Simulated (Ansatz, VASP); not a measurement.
## One calculation of CdTe, two programs

POSCAR

```
CdTe
1.0
    0.0000000000      3.0358983600      3.0665640000
    3.0358983600      0.0000000000      3.0665640000
    3.0358983600      3.0358983600      0.0000000000
Cd Te
1 1
Direct
    0.0000000000      0.0000000000      0.0000000000
    0.5000000000      0.5000000000      0.5000000000
```

Contents of INCAR.step1:

```
SYSTEM = CdTe
ALGO     = Normal         ! electronic algorithm
EDIFF    = 1E-4           ! SCF threshold, eV
ENCUT    = 520            ! plane-wave cutoff, eV
GGA      = PE             ! functional
ISMEAR   = -1             ! smearing method
LASPH    = .TRUE.         ! aspherical terms in the spheres
LCHARG   = .FALSE.        ! write CHGCAR
LREAL    = .FALSE.        ! projectors in reciprocal space
LWAVE    = .TRUE.         ! write WAVECAR
NBANDS   = 16             ! bands
NELM     = 60             ! most SCF steps
PREC     = Accurate       ! precision mode
SIGMA    = 0.03           ! smearing width, eV
```

Contents of INCAR.step2:

```
SYSTEM = CdTe
ALGO     = Normal         ! electronic algorithm
EDIFF    = 1E-8           ! SCF threshold, eV
ENCUT    = 520            ! plane-wave cutoff, eV
ISIF     = 2              ! what is computed and relaxed
ISMEAR   = -1             ! smearing method
ISTART   = 1            
LASPH    = .TRUE.         ! aspherical terms in the spheres
LCHARG   = .FALSE.        ! write CHGCAR
LEFG     = .TRUE.       
LMIXTAU  = .TRUE.       
LREAL    = .FALSE.        ! projectors in reciprocal space
LWAVE    = .FALSE.        ! write WAVECAR
METAGGA  = R2SCAN         ! meta-GGA
NBANDS   = 16             ! bands
NELM     = 60             ! most SCF steps
PREC     = Accurate       ! precision mode
SIGMA    = 0.03           ! smearing width, eV
```

The input KPOINTS:

```
k-points
0
G
  10 10 10
  0 0 0
```

Input for Ansatz:

```yaml
crystal:
  lattice:
    - [0.0, 3.03589836, 3.066564]
    - [3.03589836, 0.0, 3.066564]
    - [3.03589836, 3.03589836, 0.0]
  atoms:
    - { symbol: Cd, position: [0.0, 0.0, 0.0] }
    - { symbol: Te, position: [0.5, 0.5, 0.5] }
kpoints:
  mp_grid: { grid: [10, 10, 10] }
scf:
  occupations: { method: fermi_dirac, width: 0.03 }
hamiltonian:
  xc: r2scan
  pseudopotentials: { kind: all_electron, datasets: crystal }
output:
  forces: true
  stress: true
  eigenvalues: true
  efg: { contact_densities: true }
```

Change from the starting cell: x and y stretched by -1 %, z held, crystal datasets.

Alike in both runs: task electric field gradients; functional r2SCAN; k mesh 10 × 10 × 10; occupations fermi-dirac, width 0.03 eV; no spin polarisation.

|  | VASP | Ansatz |
| --- | --- | --- |
| version | VASP 6.6.1 | Ansatz 0.2.0 |
| potentials or method | VASP PAW PBE potentials, release 64 (Cd, Te), cutoff 520 eV | all-electron PAW with datasets made for the crystal, scalar-relativistic |

VASP gave:

```
pressure (GPa)                                                : -0.1
traceless stress, the component that is largest in VASP (GPa) : -0.39
size of Vzz on the site where it differs most (V/Å²)          : 14.5
```

Question: Estimate Ansatz's values.

Answer: Pressure (GPa): -0.2; traceless stress, the component that is largest in VASP (GPa): -0.38; size of Vzz on the site where it differs most (V/Å²): 16.0.

VASP's potentials were made for PBE, not for r2SCAN. Ansatz ran all-electron here, and VASP with PAW potentials.

Neither program's run includes spin-orbit coupling.
